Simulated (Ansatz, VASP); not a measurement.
## TaS2: VASP beside Ansatz

```
Ta S
1.0
     3.38350    0.00000    0.00000
    -1.69175    2.93020    0.00000
     0.00000    0.00000    5.86000
Ta S
1 2
Cartesian
  0.0000 0.0000 0.0000
  0.0000 1.9535 1.4650
  1.6918 0.9767 4.3950
```

Change from the starting cell: equal xx and yy strain of +1 %, crystal datasets.

Alike in both runs: task electric field gradients; functional PBE; k mesh 9 × 9 × 5; occupations fermi-dirac, width 0.03 eV; no spin polarisation.

|  | VASP | Ansatz |
| --- | --- | --- |
| version | VASP 6.6.1 | Ansatz 0.2.0 |
| potentials or method | VASP PAW PBE potentials, release 64 (Ta_pv, S), cutoff 400 eV | all-electron PAW with datasets made for the crystal, scalar-relativistic |

|  | VASP | Ansatz | Ansatz less VASP |
| --- | --- | --- | --- |
| pressure (GPa) | 6.1 | 6.1 | +0.01 |
| traceless stress, the component that is largest in VASP (GPa) | 3.83 | 3.77 | -0.064 |
| rms of the force components (eV/Å) | 0.457 | 0.452 | -0.0058 |
| size of Vzz on the site where it differs most (V/Å²) | 130.5 | 162.5 | +32.00 |

Atom by atom the forces differ by 0.006 eV/Å (rms over components). Ansatz ran all-electron here, and VASP with PAW potentials.

Neither program's run includes spin-orbit coupling.
